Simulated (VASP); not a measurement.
# YN (Fm-3m) in VASP: further runs

YN is run at these levels: LDA, PBEsol, PBE; tasks: single point.

All numbers are computed with VASP 6.6.1; they aren't measurements. Logs are shortened: lines on timing, memory, paths and dates and some standing lists are left out, and cuts for length are marked.

### 1 The cell of the first run

Symmetry: Fm-3m, No. 225, cubic system. The conventional cell has a = 4.877 Å, b = 4.877 Å, c = 4.877 Å, α = 90.00°, β = 90.00°, γ = 90.00°. Within 3.2 Å of Y (site symmetry m-3m) lie 6 N at 2.44 Å. Within 3.2 Å of N (site symmetry m-3m) lie 6 Y at 2.44 Å.

### 2 Single point, LDA

Contents of INCAR:

```
SYSTEM = YN
PREC = Accurate ; ENCUT = 600
EDIFF = 1E-6 ; ISMEAR = -1
SIGMA = 0.03 ; LREAL = .False.
LASPH = .True. ; NELM = 120
ALGO = Normal ; ISIF = 2
LWAVE = .False. ; LCHARG = .True.
GGA = CA ; LELF = .True.
LVHAR = .True. ; NBANDS = 15
GGA_COMPAT = .False.
```

Contents of KPOINTS:

```
Automatic mesh
0
Gamma
  9 9 9
  0 0 0
```

Contents of POSCAR:

```
YN
1.0
    0.0000000000      2.4385000000      2.4385000000
    2.4385000000      0.0000000000      2.4385000000
    2.4385000000      2.4385000000      0.0000000000
Y N
1 1
Direct
    0.0000000000      0.0000000000      0.0000000000
    0.5000000000      0.5000000000      0.5000000000
```

Potentials or basis: VASP PAW LDA potentials, release 64 (Y_sv, N).

On the command line:

```bash
$ cat potpaw_LDA.64/Y_sv/POTCAR potpaw_LDA.64/N/POTCAR > POTCAR
$ mpirun -np 1 vasp_std > vasp.out
```

OUTCAR:

```text
SYSTEM = YN
   PREC = Accurate
   ENCUT = 600
   EDIFF = 1E-6
   ISMEAR = -1
   LREAL = .False.
   LASPH = .True.
   NELM = 120
   ISIF = 2
   GGA = CA

 ion  position               nearest neighbor table
   1  0.000  0.000  0.000-   2 2.44   2 2.44   2 2.44   2 2.44   2 2.44   2 2.44
   2  0.500  0.500  0.500-   1 2.44   1 2.44   1 2.44   1 2.44   1 2.44   1 2.44

  LATTYP: Found a face centered cubic cell.
 ALAT       =     4.8770000000

  Lattice vectors:

 A1 = (   0.0000000000,   2.4385000000,   2.4385000000)
 A2 = (   2.4385000000,   0.0000000000,   2.4385000000)
 A3 = (   2.4385000000,   2.4385000000,   0.0000000000)

Analysis of symmetry for initial positions (statically):
=====================================================================
 Subroutine PRICEL returns:
 Original cell was already a primitive cell.

 Routine SETGRP: Setting up the symmetry group for a
 face centered cubic supercell.

 Subroutine GETGRP returns: Found 48 space group operations
 (whereof 48 operations were pure point group operations)
 out of a pool of 48 trial point group operations.

The static configuration has the point symmetry O_h .

Analysis of symmetry for dynamics (positions and initial velocities):
=====================================================================
 Subroutine PRICEL returns:
 Original cell was already a primitive cell.

 Routine SETGRP: Setting up the symmetry group for a
 face centered cubic supercell.

 Subroutine GETGRP returns: Found 48 space group operations
 (whereof 48 operations were pure point group operations)
 out of a pool of 48 trial point group operations.

The dynamic configuration has the point symmetry O_h .

 Subroutine INISYM returns: Found 48 space group operations
 (whereof 48 operations are pure point group operations),
 and found     1 'primitive' translations

----------------------------------------------------------------------------------------

                                     Primitive cell

  volume of cell :      29.0000

  direct lattice vectors                    reciprocal lattice vectors
     0.000000000  2.438500000  2.438500000    -0.205044084  0.205044084  0.205044084
     2.438500000  0.000000000  2.438500000     0.205044084 -0.205044084  0.205044084
     2.438500000  2.438500000  0.000000000     0.205044084  0.205044084 -0.205044084

  length of vectors
     3.448559772  3.448559772  3.448559772     0.355146772  0.355146772  0.355146772

  position of ions in fractional coordinates (direct lattice)
     0.000000000  0.000000000  0.000000000
     0.500000000  0.500000000  0.500000000

  ion indices of the primitive-cell ions
   primitive index   ion index
                 1           1
                 2           2

----------------------------------------------------------------------------------------

 KPOINTS: Automatic mesh

Automatic generation of k-mesh.
 Grid dimensions read from file:
 generate k-points for:    9    9    9

 Generating k-lattice:

  Cartesian coordinates                     Fractional coordinates (reciprocal lattice)
    -0.022782676  0.022782676  0.022782676     0.111111111  0.000000000  0.000000000
     0.022782676 -0.022782676  0.022782676     0.000000000  0.111111111  0.000000000
     0.022782676  0.022782676 -0.022782676     0.000000000  0.000000000  0.111111111

  Length of vectors
     0.039460752  0.039460752  0.039460752

  Shift w.r.t. Gamma in fractional coordinates (k-lattice)
     0.000000000  0.000000000  0.000000000

 Subroutine IBZKPT returns following result:
 ===========================================

 Found     35 irreducible k-points:

 Following reciprocal coordinates:
            Coordinates               Weight
  0.000000  0.000000  0.000000      1.000000
  0.111111  0.000000  0.000000      8.000000
  0.222222  0.000000  0.000000      8.000000
  0.333333  0.000000  0.000000      8.000000
  0.444444  0.000000  0.000000      8.000000
  0.111111  0.111111  0.000000      6.000000
[... 16 lines left out ...]
 -0.333333  0.333333  0.000000     12.000000
  0.444444  0.444444  0.000000      6.000000
 [... further k-points ...]
   k-points           NKPTS =     35   k-points in BZ     NKDIM =     35   number of bands    NBANDS=     15
   number of dos      NEDOS =    301   number of ions     NIONS =      2
   total plane-waves  NPLWV =  21952
   dimension x,y,z NGX =    28 NGY =   28 NGZ =   28
   dimension x,y,z NGXF=    56 NGYF=   56 NGZF=   56
   ions per type =               1   1
   NGX,Y,Z   is equivalent  to a cutoff of  13.50, 13.50, 13.50 a.u.
   NGXF,Y,Z  is equivalent  to a cutoff of  27.00, 27.00, 27.00 a.u.
 SYSTEM =  YN
   PREC   = accura    normal or accurate (medium, high low for compatibility)
   ISTART =      0    job   : 0-new  1-cont  2-samecut
   ICHARG =      2    charge: 1-file 2-atom 10-const
   ISPIN  =      1    spin polarized calculation?
   LNONCOLLINEAR =      F non collinear calculations
   LSORBIT =      F    spin-orbit coupling
   LASPH  =      T    aspherical Exc in radial PAW
   ENCUT  =  600.0 eV  44.10 Ry    6.64 a.u.   6.89  6.89  6.89*2*pi/ulx,y,z
   NELM   =    120;   NELMIN=  2; NELMDL= -5     # of ELM steps
   EDIFF  = 0.1E-05   stopping-criterion for ELM
   LREAL  =      F    real-space projection
[... 7 lines left out ...]
   TEBEG  =    0.0;   TEEND  =   0.0 temperature during run
   PSTRESS=    0.0 pullay stress
   NELECT =      16.0000    total number of electrons
   NUPDOWN=      -1.0000    fix difference up-down
   EMIN   =  10.00;   EMAX   =-10.00  energy-range for DOS
   EFERMI =   0.00;   METHOD = LEGACY
   ISMEAR =    -1;   SIGMA  =   0.03  broadening in eV -4-tet -1-fermi 0-gaus
   EFERMI_NEDOS =   21; number of points for ismear=-14 and -15
   IALGO  =     38    algorithm
   IMIX   =      4    mixing-type and parameters
     AMIX     =   0.40;   BMIX     =  1.00
     AMIX_MAG =   1.60;   BMIX_MAG =  1.00
  volume/ion in A,a.u.               =      14.50        97.85
  Fermi-wavevector in a.u.,A,eV,Ry     =   1.342710  2.537353 24.529520  1.802869
  Thomas-Fermi vector in A             =   2.470842
   LORBIT       =      0    0 simple, 1 ext, 2 COOP (PROOUT), +10 PAW based schemes
   GGA     = CA    functional components
   LHFCALC =     F    Hartree Fock is set to
   AEXX    =    0.0000 exact exchange contribution
   IVDW    =     0    specifies the selected vdW correction
   LEPSILON=     F    determine dielectric tensor
   LRPA    =     F    only Hartree local field effects (RPA)
 non-spin polarized calculation
  energy-cutoff  :      600.00
  volume of cell :       29.00
 maximum number of plane-waves:       981
   NGX = 13   NGY = 13   NGZ = 13

 number of electron      16.0000001 magnetization

 Free energy of the ion-electron system (eV)
  ---------------------------------------------------
  ext. energy  EPLUGINS =         0.00000000
  ---------------------------------------------------
  free energy    TOTEN  =       -19.86894562 eV

  energy without entropy =      -19.86872658  energy(sigma->0) =      -19.86883610

 E-fermi :   4.0350     XC(G=0): -11.6227

 val. band max:        3.9788920933   @ k =   0.0000   0.0000   0.0000
 cond. band min:       4.1140446144   @ k =   0.4444   0.4444   0.0000
 fundamental gap:      0.1351525210
 Fermi energy:         4.0349899620

 k-point     1 :       0.0000    0.0000    0.0000
  band No.  band energies     occupation
      1     -36.5319      2.00000
      2     -16.2932      2.00000
      3     -16.2932      2.00000
      4     -16.2932      2.00000
      5      -8.7364      2.00000
      6       3.9789      1.73291
      7       3.9789      1.73290
      8       3.9789      1.73290
      9       7.0385      0.00000
     10       7.0385      0.00000
     11       7.0385      0.00000
     12       8.1894      0.00000
     13       9.0799      0.00000
     14       9.0799      0.00000
     15      14.7481      0.00000

 k-point     2 :       0.1111    0.0000    0.0000
  band No.  band energies     occupation
      1     -36.5171      2.00000
      2     -16.4531      2.00000
      3     -16.3037      2.00000
      4     -16.3037      2.00000
      5      -8.5114      2.00000
      6       3.2221      2.00000
      7       3.5595      2.00000
      8       3.5595      2.00000
      9       7.1392      0.00000
     10       7.3445      0.00000
     11       7.3445      0.00000
     12       8.8796      0.00000
     13       9.7068      0.00000
     14       9.7068      0.00000
     15      15.5509      0.00000

 k-point     3 :       0.2222    0.0000    0.0000
  band No.  band energies     occupation
      1     -36.4793      2.00000
      2     -16.8278      2.00000
      3     -16.3302      2.00000
      4     -16.3302      2.00000
      5      -7.9589      2.00000
      6       1.8487      2.00000
      7       2.7693      2.00000
      8       2.7693      2.00000
      9       7.4503      0.00000
     10       8.1444      0.00000
     11       8.1444      0.00000
     12      10.2361      0.00000
     13      11.1419      0.00000
     14      11.1419      0.00000
     15      17.3299      0.00000

 k-point     4 :       0.3333    0.0000    0.0000
  band No.  band energies     occupation
      1     -36.4360      2.00000
      2     -17.2127      2.00000
      3     -16.3598      2.00000
      4     -16.3598      2.00000
      5      -7.3394      2.00000
      6       0.6346      2.00000
      7       2.0997      2.00000
      8       2.0997      2.00000
      9       8.2014      0.00000
     10       9.2449      0.00000
     11       9.2449      0.00000
     12      11.2141      0.00000
     13      12.7494      0.00000
     14      12.7494      0.00000
     15      17.9403      0.00000
[... 307 lines left out ...]
 k-point    22 :      -0.4444    0.3333    0.0000
  band No.  band energies     occupation
      1     -36.3686      2.00000
      2     -17.1124      2.00000
      3     -16.8219      2.00000
      4     -16.5572      2.00000
      5      -7.8320      2.00000
      6       1.8439      2.00000
      7       2.3726      2.00000
      8       2.7761      2.00000
      9       6.0487      0.00000
     10      10.4628      0.00000
     11      11.1991      0.00000
     12      11.8981      0.00000
     13      12.3466      0.00000
     14      15.2740      0.00000
     15      15.9247      0.00000

 k-point    23 :      -0.3333    0.3333    0.0000
  band No.  band energies     occupation
      1     -36.3726      2.00000
      2     -17.0649      2.00000
      3     -16.9354      2.00000
      4     -16.4921      2.00000
      5      -7.5506      2.00000
      6       1.1762      2.00000
      7       2.2702      2.00000
      8       2.3769      2.00000
      9       7.5330      0.00000
     10       9.5424      0.00000
     11      10.4351      0.00000
     12      11.6261      0.00000
     13      13.5912      0.00000
     14      16.0583      0.00000
     15      17.0674      0.00000

 k-point    24 :       0.4444    0.4444    0.0000
  band No.  band energies     occupation
      1     -36.3681      2.00000
      2     -17.1746      2.00000
      3     -16.6275      2.00000
      4     -16.6275      2.00000
      5      -8.2364      2.00000
      6       2.3429      2.00000
      7       3.5818      2.00000
      8       3.5818      2.00000
      9       4.1140      0.13382
     10      10.7905      0.00000
     11      11.1814      0.00000
     12      11.8403      0.00000
     13      11.8403      0.00000
     14      14.1650      0.00000
     15      15.7559      0.00000

 [... further k-points ...]
[... 5 lines left out ...]
  --------------------------------------------------------------------------------------
  -------------------------------------------------------------------------------------
  Total       -1.0519065     -1.0519065     -1.0519065     -0.0000000      0.0000000      0.0000000
  in kB      -58.1151587    -58.1151587    -58.1151587     -0.0000000      0.0000000      0.0000000
  external PRESSURE =     -58.1151587 kB  Pullay stress =       0.0000000 kB

 VOLUME and BASIS-vectors are now :
 -----------------------------------------------------------------------------
  energy-cutoff  :      600.00
  volume of cell :       29.00
      direct lattice vectors                 reciprocal lattice vectors
     0.000000000  2.438500000  2.438500000    -0.205044084  0.205044084  0.205044084
     2.438500000  0.000000000  2.438500000     0.205044084 -0.205044084  0.205044084
     2.438500000  2.438500000  0.000000000     0.205044084  0.205044084 -0.205044084

 POSITION                                       TOTAL-FORCE (eV/Angst)
 -----------------------------------------------------------------------------------
      0.00000      0.00000      0.00000         0.000000      0.000000     -0.000000
      2.43850      2.43850      2.43850         0.000000      0.000000      0.000000
 -----------------------------------------------------------------------------------
    total drift:                                0.000000      0.000000      0.000000

  FREE ENERGIE OF THE ION-ELECTRON SYSTEM (eV)
  ---------------------------------------------------
  free  energy   TOTEN  =       -19.8689456151 eV

  energy  without entropy=      -19.8687265769  energy(sigma->0) =      -19.86883610
```

It took 18 s on 1 thread of Intel Xeon Platinum 8259CL at 2.50GHz (Skylake/Cascade Lake), shared host; peak memory 0.17 GiB.

Results:

```yaml
Free_energy: -19.8689 eV
Pressure: -5.8 GPa
Band_gap_on_the_k_mesh: 0.14 eV, indirect (least direct gap 0.53 eV)
```

(Continued in part 2 of 2.)
